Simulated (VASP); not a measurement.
# AlN (zincblende type) (F-43m) in VASP: notebook

AlN (zincblende type) is run at these levels: PBE; tasks: relaxation of cell and atoms.

Program: VASP 6.6.1. These are calculated values, not measurements. Logs are shortened: lines on timing, memory, paths and dates and some standing lists are left out, and cuts for length are marked.

### Step 1. The cell of the first run

The structure is cubic, space group F-43m (No. 216). Conventional cell: a = 4.326 Å, b = 4.326 Å, c = 4.326 Å, α = 90.00°, β = 90.00°, γ = 90.00°. Within 2.5 Å of Al (site symmetry -43m) lie 4 N at 1.87 Å. N (site symmetry -43m) has 4 Al at 1.87 Å within 2.5 Å.

### Step 2. Relaxation of cell and atoms, PBE, target pressure 0.00054 GPa, at which the enthalpy is minimised

Contents of INCAR:

```
ALGO = Normal ; EDIFF = 1E-6
EDIFFG = -0.005 ; ENCUT = 600
GGA = PE ; IBRION = 2
ISIF = 3 ; ISMEAR = -1
LASPH = T ; LCHARG = F
LREAL = F ; LWAVE = F
NELM = 100 ; NSW = 60
PREC = Accurate ; PSTRESS = 0.0054
SIGMA = 0.08
```

Contents of KPOINTS:

```
k-points
0
Gamma
  15 15 15
```

Contents of POSCAR:

```
AlN
1.0
    0.0000000000      2.1628063083      2.1628063083
    2.1628063083      0.0000000000      2.1628063083
    2.1628063083      2.1628063083      0.0000000000
Al N
1 1
Direct
    0.0000000000      0.0000000000      0.0000000000
    0.2500000000      0.2500000000      0.2500000000
```

Potentials or basis: VASP PAW PBE potentials, release 64 (Al, N).

Run with:

```console
cat potpaw_PBE.64/Al/POTCAR potpaw_PBE.64/N/POTCAR > POTCAR
mpirun -np 1 vasp_std > vasp.out
```

OUTCAR:

```text
EDIFF = 1E-6
   EDIFFG = -0.005
   ENCUT = 600
   GGA = PE
   IBRION = 2
   ISIF = 3
   ISMEAR = -1
   LASPH = T
   LREAL = F
   NELM = 100
   NSW = 60
   PREC = Accurate
   PSTRESS = 0.0054

 ion  position               nearest neighbor table
   1  0.000  0.000  0.000-   2 1.87   2 1.87   2 1.87   2 1.87
   2  0.250  0.250  0.250-   1 1.87   1 1.87   1 1.87   1 1.87

  LATTYP: Found a face centered cubic cell.
 ALAT       =     4.3256126166

  Lattice vectors:

 A1 = (   0.0000000000,   2.1628063083,   2.1628063083)
 A2 = (   2.1628063083,   0.0000000000,   2.1628063083)
 A3 = (   2.1628063083,   2.1628063083,   0.0000000000)

Analysis of symmetry for initial positions (statically):
=====================================================================
 Subroutine PRICEL returns:
 Original cell was already a primitive cell.

 Routine SETGRP: Setting up the symmetry group for a
 face centered cubic supercell.

 Subroutine GETGRP returns: Found 24 space group operations
 (whereof 24 operations were pure point group operations)
 out of a pool of 48 trial point group operations.

The static configuration has the point symmetry T_d .

Analysis of symmetry for dynamics (positions and initial velocities):
=====================================================================
 Subroutine PRICEL returns:
 Original cell was already a primitive cell.

 Routine SETGRP: Setting up the symmetry group for a
 face centered cubic supercell.

 Subroutine GETGRP returns: Found 24 space group operations
 (whereof 24 operations were pure point group operations)
 out of a pool of 48 trial point group operations.

The dynamic configuration has the point symmetry T_d .

 Subroutine INISYM returns: Found 24 space group operations
 (whereof 24 operations are pure point group operations),
 and found     1 'primitive' translations

----------------------------------------------------------------------------------------

                                     Primitive cell

  volume of cell :      20.2341

  direct lattice vectors                    reciprocal lattice vectors
     0.000000000  2.162806308  2.162806308    -0.231181127  0.231181127  0.231181127
[... 94 lines left out ...]
   POTIM  = 0.5000    time-step for ionic-motion
   TEBEG  =    0.0;   TEEND  =   0.0 temperature during run
   PSTRESS=    0.0 pullay stress
   NELECT =       8.0000    total number of electrons
   NUPDOWN=      -1.0000    fix difference up-down
   EMIN   =  10.00;   EMAX   =-10.00  energy-range for DOS
   EFERMI =   0.00;   METHOD = LEGACY
   ISMEAR =    -1;   SIGMA  =   0.08  broadening in eV -4-tet -1-fermi 0-gaus
   EFERMI_NEDOS =   21; number of points for ismear=-14 and -15
   IALGO  =     38    algorithm
   IMIX   =      4    mixing-type and parameters
     AMIX     =   0.40;   BMIX     =  1.00
     AMIX_MAG =   1.60;   BMIX_MAG =  1.00
  volume/ion in A,a.u.               =      10.12        68.27
  Fermi-wavevector in a.u.,A,eV,Ry     =   1.201556  2.270611 19.643218  1.443736
  Thomas-Fermi vector in A             =   2.337361
   LORBIT       =      0    0 simple, 1 ext, 2 COOP (PROOUT), +10 PAW based schemes
   GGA     = PE    functional components
   LHFCALC =     F    Hartree Fock is set to
   AEXX    =    0.0000 exact exchange contribution
   IVDW    =     0    specifies the selected vdW correction
   LEPSILON=     F    determine dielectric tensor
   LRPA    =     F    only Hartree local field effects (RPA)
 conjugate gradient relaxation of ions
 non-spin polarized calculation
  energy-cutoff  :      600.00
  volume of cell :       20.23
 maximum number of plane-waves:       688
   NGX = 13   NGY = 13   NGZ = 13

--------------------------------------- Ionic step        1  -------------------------------------------

 number of electron       7.9999999 magnetization

 Free energy of the ion-electron system (eV)
  ---------------------------------------------------
  ext. energy  EPLUGINS =         0.00000000
  ---------------------------------------------------
  free energy    TOTEN  =       -14.81240433 eV

  energy without entropy =      -14.81240433  energy(sigma->0) =      -14.81240433

------------------------ aborting loop because EDIFF is reached ----------------------------------------

  FORCE on cell =-STRESS in cart. coord.  units (eV):
  Direction    XX          YY          ZZ          XY          YZ          ZX
  --------------------------------------------------------------------------------------
  -------------------------------------------------------------------------------------
  Total        1.3928796      1.3928796      1.3928796      0.0000000     -0.0000000      0.0000000
  in kB      110.2913080    110.2913080    110.2913080      0.0000000     -0.0000000      0.0000000
  external PRESSURE =     110.2859080 kB  Pullay stress =       0.0054000 kB
[... 63 lines left out ...]
--------------------------------------- Ionic step        3  -------------------------------------------

 number of electron       8.0000001 magnetization

 Free energy of the ion-electron system (eV)
  ---------------------------------------------------
  ext. energy  EPLUGINS =         0.00000000
  ---------------------------------------------------
  free energy    TOTEN  =       -14.84763433 eV

  energy without entropy =      -14.84763433  energy(sigma->0) =      -14.84763433

 E-fermi :   7.3697     XC(G=0): -10.8357

 val. band max:        5.7585640855   @ k =   0.0000   0.0000   0.0000
 cond. band min:       9.1301701479   @ k =   0.4667   0.4667   0.0000
 fundamental gap:      3.3716060624
 Fermi energy:         7.3697048967

 k-point     1 :       0.0000    0.0000    0.0000
  band No.  band energies     occupation
      1      -9.0931      2.00000
      2       5.7586      2.00000
      3       5.7586      2.00000
      4       5.7586      2.00000
      5       9.7565      0.00000
      6      18.0977      0.00000
      7      18.0977      0.00000
      8      18.0977      0.00000
[... 243 lines left out ...]
 k-point    24 :       0.2000    0.1333    0.0000
  band No.  band energies     occupation
      1      -8.5407      2.00000
      2       3.8166      2.00000
      3       5.2591      2.00000
      4       5.3075      2.00000
      5      11.5761      0.00000
      6      16.7154      0.00000
      7      17.9414      0.00000
      8      18.7390      0.00000

 [... further k-points ...]

------------------------ aborting loop because EDIFF is reached ----------------------------------------

  FORCE on cell =-STRESS in cart. coord.  units (eV):
  Direction    XX          YY          ZZ          XY          YZ          ZX
  --------------------------------------------------------------------------------------
  -------------------------------------------------------------------------------------
  Total       -0.0052036     -0.0052036     -0.0052036     -0.0000000     -0.0000000      0.0000000
  in kB       -0.3912357     -0.3912357     -0.3912357     -0.0000000     -0.0000000      0.0000000
  external PRESSURE =      -0.3966357 kB  Pullay stress =       0.0054000 kB
[... 21 lines left out ...]
  energy  without entropy=      -14.8476343314  energy(sigma->0) =      -14.84763433

  enthalpy is  TOTEN    =       -14.8475625093 eV   P V=        0.0000718223

 reached required accuracy - stopping structural energy minimisation
```

OSZICAR:

```text
N       E                     dE             d eps       ncg     rms          rms(c)
DAV:   1     0.150845433693E+02    0.15085E+02   -0.43895E+03  1992   0.946E+02
[... 21 lines left out ...]
       N       E                     dE             d eps       ncg     rms          rms(c)
DAV:   1    -0.148998886944E+02   -0.80589E-01   -0.13399E+00  1936   0.108E+01    0.157E+00
DAV:   2    -0.148485101096E+02    0.51379E-01   -0.30225E-01  1992   0.382E+00    0.364E-01
DAV:   3    -0.148480117236E+02    0.49839E-03   -0.42428E-03  2272   0.715E-01    0.131E-01
DAV:   4    -0.148476778965E+02    0.33383E-03   -0.18056E-04  2504   0.126E-01    0.582E-02
DAV:   5    -0.148476338053E+02    0.44091E-04   -0.45153E-05  2144   0.622E-02    0.282E-02
DAV:   6    -0.148476343316E+02   -0.52637E-06   -0.54144E-07  1808   0.775E-03
   3 F= -.14847563E+02 E0= -.14847563E+02  d E =-.352264E-01
```

CONTCAR:

```text
AlN
   1.00000000000000
     0.0000000000000000    2.2004696714551226    2.2004696714551226
     2.2004696714551226    0.0000000000000000    2.2004696714551226
     2.2004696714551226    2.2004696714551226    0.0000000000000000
  Al              N
     1     1
Direct
     0.0000000000000000    0.0000000000000000    0.0000000000000000
     0.2500000000000000    0.2500000000000000    0.2500000000000000

  0.00000000E+00  0.00000000E+00  0.00000000E+00
  0.00000000E+00  0.00000000E+00  0.00000000E+00
```

It took 59 s on 1 thread of AMD EPYC 7R13, shared host; peak memory 0.12 GiB.

Results:

```yaml
Free_energy: -14.8476 eV
Relaxed_volume: 10.65 Å³/atom
Relaxed_cell: a = 3.112 Å, b = 3.112 Å, c = 3.112 Å, α = 60.00°, β = 60.00°, γ = 60.00°
Space_group_after_relaxing_to_0.1_Å: F-43m (No. 216)
Energy_change_on_relaxing_the_run_minimises_the_enthalpy: -17.6 meV/atom
Ionic_steps: 3
Pressure_after_relaxing: 0.0 GPa
Band_gap_on_the_k_mesh: 3.37 eV (least direct gap 4.00 eV)
```

The path:
```tsv
step	energy change (eV)	largest force (eV/Å)	pressure (GPa)	volume (Å³)
1	0.0000	0.0000	11.03	20.23
2	-0.0069	0.0000	-8.39	22.34
3	-0.0352	0.0000	-0.04	21.31
```

Final structure:
```yaml
crystal:
  lattice:
    - [0.00000, 2.20047, 2.20047]
    - [2.20047, 0.00000, 2.20047]
    - [2.20047, 2.20047, 0.00000]
  atoms:
    - { symbol: Al, position: [0.00000, 0.00000, 0.00000] }
    - { symbol: N, position: [0.25000, 0.25000, 0.25000] }
```

Levels at points of the mesh, in eV from the valence-band top:
```
           k point  band 1  band 2  band 3  band 4  band 5  band 6  band 7  band 8
(0.00, 0.00, 0.00)  -14.85    0.00    0.00    0.00    4.00   12.34   12.34   12.34
```

Caveat: the cell is relaxed towards a set pressure, so the run minimises the enthalpy, not the energy; an odd mesh through Γ misses points on the zone boundary, where band edges can lie.

### Step 3. Relaxation of cell and atoms, PBE, target pressure 0.00054 GPa, at which the enthalpy is minimised

This run uses another cell than the first one, of 10.67 Å³/atom.

Contents of INCAR:

```
SYSTEM = AlN
  PREC = Accurate
  ENCUT = 600
  EDIFF = 1E-7
  ISMEAR = -1
  SIGMA = 0.08
  LREAL = .False.
  LASPH = .True.
  NELM = 80
  ALGO = Normal
  ISIF = 3
  LWAVE = .False.
  LCHARG = .False.
  GGA = PE
  IBRION = 2
  NSW = 32
  EDIFFG = -0.005
  PSTRESS = 0.0054
```

Contents of KPOINTS:

```
Automatic mesh
0
Gamma
  15 15 15
  0 0 0
```

Contents of POSCAR:

```
AlN
1.0
    0.0000000000      2.2015457364      2.2015457364
    2.2015457364      0.0000000000      2.2015457364
    2.2015457364      2.2015457364      0.0000000000
Al N
1 1
Direct
    0.0000000000      0.0000000000      0.0000000000
    0.2500000000      0.2500000000      0.2500000000
```

Potentials or basis: VASP PAW PBE potentials, release 64 (Al, N).

Run with:

```console
cat potpaw_PBE.64/Al/POTCAR potpaw_PBE.64/N/POTCAR > POTCAR
mpirun -np 1 vasp_std > vasp.out
```

OUTCAR:

```text
SYSTEM = AlN
   PREC = Accurate
   ENCUT = 600
   EDIFF = 1E-7
   ISMEAR = -1
   LREAL = .False.
   LASPH = .True.
   NELM = 80
   ISIF = 3
   GGA = PE
   IBRION = 2
   NSW = 32
   EDIFFG = -0.005
   PSTRESS = 0.0054

 ion  position               nearest neighbor table
   1  0.000  0.000  0.000-   2 1.91   2 1.91   2 1.91   2 1.91
   2  0.250  0.250  0.250-   1 1.91   1 1.91   1 1.91   1 1.91

  LATTYP: Found a face centered cubic cell.
 ALAT       =     4.4030914728

  Lattice vectors:

 A1 = (   0.0000000000,   2.2015457364,   2.2015457364)
 A2 = (   2.2015457364,   0.0000000000,   2.2015457364)
 A3 = (   2.2015457364,   2.2015457364,   0.0000000000)

Analysis of symmetry for initial positions (statically):
=====================================================================
 Subroutine PRICEL returns:
 Original cell was already a primitive cell.

 Routine SETGRP: Setting up the symmetry group for a
 face centered cubic supercell.

 Subroutine GETGRP returns: Found 24 space group operations
 (whereof 24 operations were pure point group operations)
 out of a pool of 48 trial point group operations.

The static configuration has the point symmetry T_d .

Analysis of symmetry for dynamics (positions and initial velocities):
=====================================================================
 Subroutine PRICEL returns:
 Original cell was already a primitive cell.

 Routine SETGRP: Setting up the symmetry group for a
 face centered cubic supercell.

 Subroutine GETGRP returns: Found 24 space group operations
 (whereof 24 operations were pure point group operations)
 out of a pool of 48 trial point group operations.

The dynamic configuration has the point symmetry T_d .

 Subroutine INISYM returns: Found 24 space group operations
 (whereof 24 operations are pure point group operations),
 and found     1 'primitive' translations

----------------------------------------------------------------------------------------
[... 125 lines left out ...]
 non-spin polarized calculation
  energy-cutoff  :      600.00
  volume of cell :       21.34
 maximum number of plane-waves:       728
 NGX is ok and might be reduce to    28
   NGX = 13   NGY = 13   NGZ = 13

--------------------------------------- Ionic step        1  -------------------------------------------

 number of electron       8.0000000 magnetization

 Free energy of the ion-electron system (eV)
  ---------------------------------------------------
  ext. energy  EPLUGINS =         0.00000000
  ---------------------------------------------------
  free energy    TOTEN  =       -14.84894673 eV

  energy without entropy =      -14.84894673  energy(sigma->0) =      -14.84894673

------------------------ aborting loop because EDIFF is reached ----------------------------------------

  FORCE on cell =-STRESS in cart. coord.  units (eV):
  Direction    XX          YY          ZZ          XY          YZ          ZX
  --------------------------------------------------------------------------------------
  -------------------------------------------------------------------------------------
  Total       -0.0508181     -0.0508181     -0.0508181     -0.0000000     -0.0000000     -0.0000000
  in kB       -3.8151894     -3.8151894     -3.8151894     -0.0000000     -0.0000000     -0.0000000
  external PRESSURE =      -3.8205894 kB  Pullay stress =       0.0054000 kB
[... 63 lines left out ...]
--------------------------------------- Ionic step        3  -------------------------------------------

 number of electron       8.0000000 magnetization

 Free energy of the ion-electron system (eV)
  ---------------------------------------------------
  ext. energy  EPLUGINS =         0.00000000
  ---------------------------------------------------
  free energy    TOTEN  =       -14.84899845 eV

  energy without entropy =      -14.84899845  energy(sigma->0) =      -14.84899845

 E-fermi :   7.3773     XC(G=0): -10.8382

 val. band max:        5.7638963797   @ k =   0.0000   0.0000   0.0000
 cond. band min:       9.1356299110   @ k =   0.4667   0.4667   0.0000
 fundamental gap:      3.3717335313
 Fermi energy:         7.3772927378

 k-point     1 :       0.0000    0.0000    0.0000
  band No.  band energies     occupation
      1      -9.0911      2.00000
      2       5.7639      2.00000
      3       5.7639      2.00000
      4       5.7639      2.00000
      5       9.7667      0.00000
      6      18.1081      0.00000
      7      18.1081      0.00000
      8      18.1081      0.00000
[... 243 lines left out ...]
 k-point    24 :       0.2000    0.1333    0.0000
  band No.  band energies     occupation
      1      -8.5381      2.00000
      2       3.8218      2.00000
      3       5.2643      2.00000
      4       5.3128      2.00000
      5      11.5859      0.00000
      6      16.7261      0.00000
      7      17.9500      0.00000
      8      18.7498      0.00000

 [... further k-points ...]

------------------------ aborting loop because EDIFF is reached ----------------------------------------

  FORCE on cell =-STRESS in cart. coord.  units (eV):
  Direction    XX          YY          ZZ          XY          YZ          ZX
  --------------------------------------------------------------------------------------
  -------------------------------------------------------------------------------------
  Total        0.0008851      0.0008851      0.0008851      0.0000000      0.0000000      0.0000000
  in kB        0.0665829      0.0665829      0.0665829      0.0000000      0.0000000      0.0000000
  external PRESSURE =       0.0611829 kB  Pullay stress =       0.0054000 kB
[... 21 lines left out ...]
  energy  without entropy=      -14.8489984500  energy(sigma->0) =      -14.84899845

  enthalpy is  TOTEN    =       -14.8489266676 eV   P V=        0.0000717826

 reached required accuracy - stopping structural energy minimisation
```

OSZICAR:

```text
N       E                     dE             d eps       ncg     rms          rms(c)
DAV:   1     0.140526989415E+02    0.14053E+02   -0.43256E+03  1960   0.935E+02
DAV:   2    -0.164351613275E+02   -0.30488E+02   -0.29676E+02  2472   0.165E+02
DAV:   3    -0.171828739967E+02   -0.74771E+00   -0.74771E+00  2432   0.322E+01
[... 20 lines left out ...]
DAV:   2    -0.148489999604E+02    0.63745E-04   -0.37362E-04  2008   0.137E-01    0.127E-02
DAV:   3    -0.148489991909E+02    0.76947E-06   -0.50104E-06  2304   0.247E-02    0.451E-03
DAV:   4    -0.148489986296E+02    0.56133E-06   -0.22313E-07  2336   0.461E-03    0.183E-03
DAV:   5    -0.148489984712E+02    0.15842E-06   -0.48735E-08  1064   0.212E-03    0.837E-04
DAV:   6    -0.148489984502E+02    0.21024E-07   -0.28706E-09  1024   0.620E-04
   3 F= -.14848927E+02 E0= -.14848927E+02  d E =-.518670E-04
```

CONTCAR:

```text
AlN
   1.00000000000000
     0.0000000000000000    2.2000640778331961    2.2000640778331961
     2.2000640778331961   -0.0000000000000000    2.2000640778331961
     2.2000640778331961    2.2000640778331961   -0.0000000000000000
  Al              N
     1     1
Direct
     0.0000000000000000    0.0000000000000000    0.0000000000000000
     0.2500000000000000    0.2500000000000000    0.2500000000000000

  0.00000000E+00  0.00000000E+00  0.00000000E+00
  0.00000000E+00  0.00000000E+00  0.00000000E+00
```

It took 75 s on 1 thread of AMD EPYC 7R13, shared host; peak memory 0.14 GiB.

What came out:

```yaml
Free_energy: -14.8490 eV
Relaxed_volume: 10.65 Å³/atom
Relaxed_cell: a = 3.111 Å, b = 3.111 Å, c = 3.111 Å, α = 60.00°, β = 60.00°, γ = 60.00°
Space_group_after_relaxing_to_0.1_Å: F-43m (No. 216)
Energy_change_on_relaxing_the_run_minimises_the_enthalpy: -0.0 meV/atom
Ionic_steps: 3
Pressure_after_relaxing: 0.0 GPa
Band_gap_on_the_k_mesh: 3.37 eV (least direct gap 4.00 eV)
```

Final structure:
```cif
data_structure
_symmetry_space_group_name_H-M 'P 1'
_symmetry_Int_Tables_number 1
_cell_length_a 3.1114
_cell_length_b 3.1114
_cell_length_c 3.1114
_cell_angle_alpha 60.000
_cell_angle_beta 60.000
_cell_angle_gamma 60.000
_cell_volume 21.30
loop_
_atom_site_label
_atom_site_type_symbol
_atom_site_fract_x
_atom_site_fract_y
_atom_site_fract_z
_atom_site_occupancy
Al1 Al 0.00000 0.00000 0.00000 1
N1 N 0.25000 0.25000 0.25000 1
```

Caveat: the cell is relaxed towards a set pressure, so the run minimises the enthalpy, not the energy; an odd mesh through Γ misses points on the zone boundary, where band edges can lie.
